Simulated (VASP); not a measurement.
# SnS2 (Berndtite-2T) (P-3m1) in VASP: notebook

SnS2 (Berndtite-2T) is run at these levels: PBE; tasks: single point.

Everything below comes from runs of VASP 6.6.1. Logs are shortened: lines on timing, memory, paths and dates and some standing lists are left out, and cuts for length are marked.

**1. The cell of the first run**

Symmetry: P-3m1, No. 164, trigonal system. The conventional cell has a = 3.639 Å, b = 3.639 Å, c = 5.809 Å, α = 90.00°, β = 90.00°, γ = 120.00°. Within 3.4 Å of Sn (site symmetry -3m) lie 6 S at 2.55 Å. Within 3.4 Å of S (site symmetry 3m) lie 3 Sn at 2.55 Å.

**2. Single point, PBE**

INCAR reads:

```
SYSTEM = SnS2
  PREC = Accurate
  ENCUT = 500
  EDIFF = 1E-6
  ISMEAR = -1
  SIGMA = 0.05
  LREAL = .False.
  LASPH = .True.
  NELM = 120
  ALGO = Normal
  ISIF = 2
  LWAVE = .False.
  LCHARG = .False.
  GGA = PE
  NBANDS = 20
  GGA_COMPAT = .False.
```

KPOINTS reads:

```
regular mesh
0
Gamma
  6 6 4
  0 0 0
```

POSCAR reads:

```
SnS2
1.0
    3.6390000000      0.0000000000      0.0000000000
   -1.8195000000      3.1514700000      0.0000000000
    0.0000000000      0.0000000000      5.8093200000
Sn S
1 2
Direct
    0.0000000000      0.0000000000      0.0000000000
    0.3333333333      0.6666666667      0.2500000000
    0.6666666667      0.3333333333      0.7500000000
```

Potentials or basis: VASP PAW PBE potentials, release 64 (Sn_d, S).

Command:

```
> cat potpaw_PBE.64/Sn_d/POTCAR potpaw_PBE.64/S/POTCAR > POTCAR
> mpirun -np 1 vasp_std > vasp.out
```

OUTCAR:

```text
SYSTEM = SnS2
   PREC = Accurate
   ENCUT = 500
   EDIFF = 1E-6
   ISMEAR = -1
   LREAL = .False.
   LASPH = .True.
   NELM = 120
   ISIF = 2
   GGA = PE

 ion  position               nearest neighbor table
   1  0.000  0.000  0.000-   2 2.55   3 2.55   3 2.55   2 2.55   3 2.55   2 2.55
   2  0.333  0.667  0.250-   1 2.55   1 2.55   1 2.55
   3  0.667  0.333  0.750-   1 2.55   1 2.55   1 2.55

  LATTYP: Found a hexagonal cell.
 ALAT       =     3.6390000000
 C/A-ratio  =     1.5964056059

  Lattice vectors:

 A1 = (   3.6390000000,   0.0000000000,   0.0000000000)
 A2 = (  -1.8195000000,   3.1514700000,   0.0000000000)
 A3 = (   0.0000000000,   0.0000000000,   5.8093200000)

Analysis of symmetry for initial positions (statically):
=====================================================================
 Subroutine PRICEL returns:
 Original cell was already a primitive cell.

 Routine SETGRP: Setting up the symmetry group for a
 hexagonal supercell.

 Subroutine GETGRP returns: Found 12 space group operations
 (whereof 12 operations were pure point group operations)
 out of a pool of 24 trial point group operations.

The static configuration has the point symmetry D_3d.

Analysis of symmetry for dynamics (positions and initial velocities):
=====================================================================
 Subroutine PRICEL returns:
 Original cell was already a primitive cell.

 Routine SETGRP: Setting up the symmetry group for a
 hexagonal supercell.

 Subroutine GETGRP returns: Found 12 space group operations
 (whereof 12 operations were pure point group operations)
 out of a pool of 24 trial point group operations.

The dynamic configuration has the point symmetry D_3d.

 Subroutine INISYM returns: Found 12 space group operations
 (whereof 12 operations are pure point group operations),
 and found     1 'primitive' translations

----------------------------------------------------------------------------------------

                                     Primitive cell

  volume of cell :      66.6224

  direct lattice vectors                    reciprocal lattice vectors
     3.639000000  0.000000000  0.000000000     0.274800769  0.158656119  0.000000000
    -1.819500000  3.151470000  0.000000000     0.000000000  0.317312238  0.000000000
     0.000000000  0.000000000  5.809320000     0.000000000  0.000000000  0.172137186

  length of vectors
     3.639000000  3.639003079  5.809320000     0.317312507  0.317312238  0.172137186

  position of ions in fractional coordinates (direct lattice)
     0.000000000  0.000000000  0.000000000
     0.333333333  0.666666667  0.250000000
     0.666666667  0.333333333  0.750000000

  ion indices of the primitive-cell ions
   primitive index   ion index
                 1           1
                 2           2
                 3           3

----------------------------------------------------------------------------------------

 KPOINTS: regular mesh

Automatic generation of k-mesh.
 Grid dimensions read from file:
 generate k-points for:    6    6    4

 Generating k-lattice:

  Cartesian coordinates                     Fractional coordinates (reciprocal lattice)
     0.045800128  0.026442687  0.000000000     0.166666667  0.000000000  0.000000000
     0.000000000  0.052885373  0.000000000     0.000000000  0.166666667  0.000000000
     0.000000000  0.000000000  0.043034297     0.000000000  0.000000000  0.250000000

  Length of vectors
     0.052885418  0.052885373  0.043034297

  Shift w.r.t. Gamma in fractional coordinates (k-lattice)
     0.000000000  0.000000000  0.000000000

 Subroutine IBZKPT returns following result:
 ===========================================

 Found     24 irreducible k-points:

 Following reciprocal coordinates:
            Coordinates               Weight
  0.000000  0.000000  0.000000      1.000000
  0.166667  0.000000  0.000000      6.000000
  0.333333  0.000000  0.000000      6.000000
  0.500000  0.000000  0.000000      3.000000
  0.166667  0.166667  0.000000      6.000000
  0.333333  0.166667  0.000000     12.000000
[... 16 lines left out ...]
  0.333333  0.166667  0.500000     12.000000
  0.333333  0.333333  0.500000      2.000000
   k-points           NKPTS =     24   k-points in BZ     NKDIM =     24   number of bands    NBANDS=     20
   number of dos      NEDOS =    301   number of ions     NIONS =      3
   total plane-waves  NPLWV =  32928
   dimension x,y,z NGX =    28 NGY =   28 NGZ =   42
   dimension x,y,z NGXF=    56 NGYF=   56 NGZF=   84
   ions per type =               1   2
   NGX,Y,Z   is equivalent  to a cutoff of  12.79, 12.79, 12.02 a.u.
   NGXF,Y,Z  is equivalent  to a cutoff of  25.58, 25.58, 24.04 a.u.
 SYSTEM =  SnS2
   PREC   = accura    normal or accurate (medium, high low for compatibility)
   ISTART =      0    job   : 0-new  1-cont  2-samecut
   ICHARG =      2    charge: 1-file 2-atom 10-const
   ISPIN  =      1    spin polarized calculation?
   LNONCOLLINEAR =      F non collinear calculations
   LSORBIT =      F    spin-orbit coupling
   LASPH  =      T    aspherical Exc in radial PAW
   ENCUT  =  500.0 eV  36.75 Ry    6.06 a.u.   6.63  6.63 10.59*2*pi/ulx,y,z
   NELM   =    120;   NELMIN=  2; NELMDL= -5     # of ELM steps
   EDIFF  = 0.1E-05   stopping-criterion for ELM
   LREAL  =      F    real-space projection
   EDIFFG = 0.1E-04   stopping-criterion for IOM
   NSW    =      0    number of steps for IOM
   IBRION =     -1    ionic relax: 0-MD 1-quasi-New 2-CG
   NFREE  =      0    steps in history (QN), initial steepest desc. (CG)
   ISIF   =      2    stress and relaxation
   ISYM   =      2    0-nonsym 1-usesym 2-fastsym
   POTIM  = 0.5000    time-step for ionic-motion
   TEBEG  =    0.0;   TEEND  =   0.0 temperature during run
   PSTRESS=    0.0 pullay stress
   NELECT =      26.0000    total number of electrons
   NUPDOWN=      -1.0000    fix difference up-down
   EMIN   =  10.00;   EMAX   =-10.00  energy-range for DOS
   EFERMI =   0.00;   METHOD = LEGACY
   ISMEAR =    -1;   SIGMA  =   0.05  broadening in eV -4-tet -1-fermi 0-gaus
   EFERMI_NEDOS =   21; number of points for ismear=-14 and -15
   IALGO  =     38    algorithm
   IMIX   =      4    mixing-type and parameters
     AMIX     =   0.40;   BMIX     =  1.00
     AMIX_MAG =   1.60;   BMIX_MAG =  1.00
  volume/ion in A,a.u.               =      22.21       149.86
  Fermi-wavevector in a.u.,A,eV,Ry     =   1.196352  2.260778 19.473460  1.431259
  Thomas-Fermi vector in A             =   2.332295
   LORBIT       =      0    0 simple, 1 ext, 2 COOP (PROOUT), +10 PAW based schemes
   GGA     = PE    functional components
   LHFCALC =     F    Hartree Fock is set to
   AEXX    =    0.0000 exact exchange contribution
   IVDW    =     0    specifies the selected vdW correction
   LEPSILON=     F    determine dielectric tensor
   LRPA    =     F    only Hartree local field effects (RPA)
 non-spin polarized calculation
  energy-cutoff  :      500.00
  volume of cell :       66.62
 maximum number of plane-waves:      1725
 NGX is ok and might be reduce to    28
   NGX = 13   NGY = 13   NGZ = 21

 number of electron      26.0000000 magnetization

 Free energy of the ion-electron system (eV)
  ---------------------------------------------------
  ext. energy  EPLUGINS =         0.00000000
  ---------------------------------------------------
  free energy    TOTEN  =       -13.11400370 eV

  energy without entropy =      -13.11400364  energy(sigma->0) =      -13.11400367

 E-fermi :   5.6815     XC(G=0):  -9.7084

 val. band max:        4.9799624093   @ k =   0.0000   0.0000   0.0000
 cond. band min:       6.4220268227   @ k =   0.5000   0.0000   0.2500
 fundamental gap:      1.4420644134
 Fermi energy:         5.6815237913

 k-point     1 :       0.0000    0.0000    0.0000
  band No.  band energies     occupation
      1     -16.0352      2.00000
      2     -16.0352      2.00000
      3     -15.9917      2.00000
      4     -15.9616      2.00000
      5     -15.9616      2.00000
      6      -9.0116      2.00000
[... 12 lines left out ...]
     19      14.4572      0.00000
     20      14.4572      0.00000

 k-point     2 :       0.1667    0.0000    0.0000
  band No.  band energies     occupation
      1     -16.0544      2.00000
      2     -16.0205      2.00000
      3     -15.9806      2.00000
      4     -15.9695      2.00000
      5     -15.9588      2.00000
      6      -8.6981      2.00000
[... 12 lines left out ...]
     19      13.8953      0.00000
     20      14.7019      0.00000

 k-point     3 :       0.3333    0.0000    0.0000
  band No.  band energies     occupation
      1     -16.0984      2.00000
      2     -16.0047      2.00000
      3     -15.9929      2.00000
      4     -15.9452      2.00000
      5     -15.9391      2.00000
      6      -7.8395      2.00000
[... 12 lines left out ...]
     19      14.2774      0.00000
     20      15.4728      0.00000

 k-point     4 :       0.5000    0.0000    0.0000
  band No.  band energies     occupation
      1     -16.1213      2.00000
      2     -16.0030      2.00000
      3     -16.0009      2.00000
      4     -15.9302      2.00000
      5     -15.9227      2.00000
      6      -7.0486      2.00000
[... 12 lines left out ...]
     19      15.4352      0.00000
     20      16.0458      0.00000

 k-point     5 :       0.1667    0.1667    0.0000
  band No.  band energies     occupation
      1     -16.0762      2.00000
      2     -16.0175      2.00000
      3     -15.9796      2.00000
      4     -15.9677      2.00000
      5     -15.9405      2.00000
      6      -8.1048      2.00000
[... 12 lines left out ...]
     19      12.5224      0.00000
     20      15.7905      0.00000

 k-point     6 :       0.3333    0.1667    0.0000
  band No.  band energies     occupation
      1     -16.0980      2.00000
      2     -16.0212      2.00000
      3     -15.9867      2.00000
      4     -15.9459      2.00000
      5     -15.9276      2.00000
      6      -7.1483      2.00000
[... 12 lines left out ...]
     19      13.9013      0.00000
     20      15.5496      0.00000

 k-point     7 :       0.3333    0.3333    0.0000
  band No.  band energies     occupation
      1     -16.0623      2.00000
      2     -16.0622      2.00000
      3     -15.9591      2.00000
      4     -15.9591      2.00000
      5     -15.9372      2.00000
      6      -6.4587      2.00000
[... 12 lines left out ...]
     19      13.8558      0.00000
     20      13.8558      0.00000
[... 277 lines left out ...]
 k-point    20 :       0.3333    0.0000    0.5000
  band No.  band energies     occupation
      1     -16.0987      2.00000
      2     -16.0047      2.00000
      3     -15.9930      2.00000
      4     -15.9449      2.00000
      5     -15.9391      2.00000
      6      -7.6782      2.00000
[... 12 lines left out ...]
     19      15.1075      0.00000
     20      15.5083      0.00000

 k-point    21 :       0.5000    0.0000    0.5000
  band No.  band energies     occupation
      1     -16.1217      2.00000
      2     -16.0031      2.00000
      3     -16.0011      2.00000
      4     -15.9299      2.00000
      5     -15.9227      2.00000
      6      -6.9391      2.00000
[... 12 lines left out ...]
     19      15.7739      0.00000
     20      16.6874      0.00000

 k-point    22 :       0.1667    0.1667    0.5000
  band No.  band energies     occupation
      1     -16.0765      2.00000
      2     -16.0175      2.00000
      3     -15.9797      2.00000
      4     -15.9676      2.00000
      5     -15.9403      2.00000
      6      -7.9348      2.00000
[... 12 lines left out ...]
     19      13.5997      0.00000
     20      14.6585      0.00000

 k-point    23 :       0.3333    0.1667    0.5000
  band No.  band energies     occupation
      1     -16.0983      2.00000
      2     -16.0213      2.00000
      3     -15.9868      2.00000
      4     -15.9458      2.00000
      5     -15.9274      2.00000
      6      -7.0258      2.00000
[... 12 lines left out ...]
     19      14.1971      0.00000
     20      15.1744      0.00000

 k-point    24 :       0.3333    0.3333    0.5000
  band No.  band energies     occupation
      1     -16.0625      2.00000
      2     -16.0625      2.00000
      3     -15.9591      2.00000
      4     -15.9591      2.00000
      5     -15.9370      2.00000
      6      -6.4367      2.00000
[... 12 lines left out ...]
     19      14.5100      0.00000
     20      14.5718      0.00000

------------------------ aborting loop because EDIFF is reached ----------------------------------------

  FORCE on cell =-STRESS in cart. coord.  units (eV):
  Direction    XX          YY          ZZ          XY          YZ          ZX
  --------------------------------------------------------------------------------------
  -------------------------------------------------------------------------------------
  Total        2.0718921      2.0718967      2.1628613      0.0000000      0.0000000      0.0000000
  in kB       49.8261322     49.8262446     52.0138171      0.0000000      0.0000000      0.0000000
  external PRESSURE =      50.5553980 kB  Pullay stress =       0.0000000 kB

 VOLUME and BASIS-vectors are now :
 -----------------------------------------------------------------------------
  energy-cutoff  :      500.00
  volume of cell :       66.62
      direct lattice vectors                 reciprocal lattice vectors
     3.639000000  0.000000000  0.000000000     0.274800769  0.158656119  0.000000000
    -1.819500000  3.151470000  0.000000000     0.000000000  0.317312238  0.000000000
     0.000000000  0.000000000  5.809320000     0.000000000  0.000000000  0.172137186

 POSITION                                       TOTAL-FORCE (eV/Angst)
 -----------------------------------------------------------------------------------
      0.00000      0.00000      0.00000        -0.000000      0.000000      0.000000
     -0.00000      2.10098      1.45233         0.000000      0.000000      0.392084
      1.81950      1.05049      4.35699        -0.000000     -0.000000     -0.392084
 -----------------------------------------------------------------------------------
    total drift:                               -0.000000     -0.000000     -0.000000

  FREE ENERGIE OF THE ION-ELECTRON SYSTEM (eV)
  ---------------------------------------------------
  free  energy   TOTEN  =       -13.1140036996 eV

  energy  without entropy=      -13.1140036421  energy(sigma->0) =      -13.11400367
```

Run time: 30 s. Hardware: 1 thread of AMD EPYC 9R45 (Zen 5), shared host; peak memory 0.15 GiB.

What came out:

| Property | Result |
| --- | --- |
| Free energy | -13.1140 eV |
| Pressure | 5.1 GPa |
| Largest force | 0.392 eV/Å |
| Band gap on the k mesh | 1.44 eV, indirect (least direct gap 1.96 eV) |

Forces in eV/Å, atoms in the order of the input:
```
Sn   0.000  0.000  0.000
S    0.000  0.000  0.392
S    0.000  0.000 -0.392
```

Levels at points of the mesh, in eV from the valence-band top:
| k point | band 10 | band 11 | band 12 | band 13 | band 14 | band 15 | band 16 | band 17 |
| --- | --- | --- | --- | --- | --- | --- | --- | --- |
| (0.00, 0.00, 0.00) | -0.75 | -0.47 | -0.47 | 0.00 | 1.96 | 3.56 | 5.38 | 5.38 |
| (0.50, 0.00, 0.00) | -2.84 | -2.70 | -1.11 | -0.36 | 1.69 | 4.45 | 5.90 | 6.11 |
| (0.00, 0.00, 0.50) | -0.84 | -0.84 | -0.32 | -0.32 | 3.12 | 3.66 | 5.10 | 5.10 |
| (0.50, 0.00, 0.50) | -2.53 | -1.87 | -0.81 | -0.74 | 1.50 | 4.67 | 5.54 | 6.37 |

Caveat: spin-orbit coupling is left out, which moves the levels of the heavy elements; this functional lacks dispersion, which binds the layers, so the pressure and a relaxed spacing across them are unreliable. A k mesh can miss the band edges.

**3. Single point, PBE**

This run uses another cell than the first one, of 22.28 Å³/atom, 1.003 times its volume.

INCAR reads:

```
SYSTEM = SnS2
PREC = Accurate
ENCUT = 500
EDIFF = 1E-6
ISMEAR = -1
SIGMA = 0.05
LREAL = .False.
LASPH = .True.
NELM = 120
ALGO = Normal
ISIF = 2
LWAVE = .False.
LCHARG = .True.
GGA = PE
LELF = .True.
LVHAR = .True.
NBANDS = 20
GGA_COMPAT = .False.
```

KPOINTS is that of step 2.

Edit POSCAR of step 2 so:

```diff
@@ -4,3 +4,3 @@
    -1.8195000000      3.1514700000      0.0000000000
-    0.0000000000      0.0000000000      5.8093200000
+    0.0000000000      0.0000000000      5.8288800000
 Sn S
```

Potentials or basis: VASP PAW PBE potentials, release 64 (Sn_d, S).

Command:

```
> cat potpaw_PBE.64/Sn_d/POTCAR potpaw_PBE.64/S/POTCAR > POTCAR
> mpirun -np 1 vasp_std > vasp.out
```

Run time: 32 s. Hardware: 1 thread of AMD EPYC 9R45 (Zen 5), shared host; peak memory 0.15 GiB.

The run converged. Its results:

* Free energy: -13.1211 eV
* Pressure: 4.8 GPa
* Largest force: 0.340 eV/Å
* Band gap on the k mesh: 1.46 eV, indirect (least direct gap 1.97 eV)

Forces on the atoms (eV/Å):
```
Sn   0.000  0.000  0.000
S    0.000  0.000  0.340
S    0.000  0.000 -0.340
```

Levels at points of the mesh, in eV from the valence-band top:
| k point | band 10 | band 11 | band 12 | band 13 | band 14 | band 15 | band 16 | band 17 |
| --- | --- | --- | --- | --- | --- | --- | --- | --- |
| (0.00, 0.00, 0.00) | -0.72 | -0.44 | -0.44 | 0.00 | 1.98 | 3.60 | 5.41 | 5.41 |
| (0.50, 0.00, 0.00) | -2.82 | -2.66 | -1.09 | -0.33 | 1.71 | 4.46 | 5.91 | 6.13 |
| (0.00, 0.00, 0.50) | -0.81 | -0.81 | -0.29 | -0.29 | 3.13 | 3.69 | 5.14 | 5.14 |
| (0.50, 0.00, 0.50) | -2.49 | -1.85 | -0.78 | -0.70 | 1.51 | 4.68 | 5.55 | 6.38 |

Caveat: spin-orbit coupling is left out, which moves the levels of the heavy elements; this functional lacks dispersion, which binds the layers, so the pressure and a relaxed spacing across them are unreliable. A k mesh can miss the band edges.

(Part 1 of 2 ends here.)
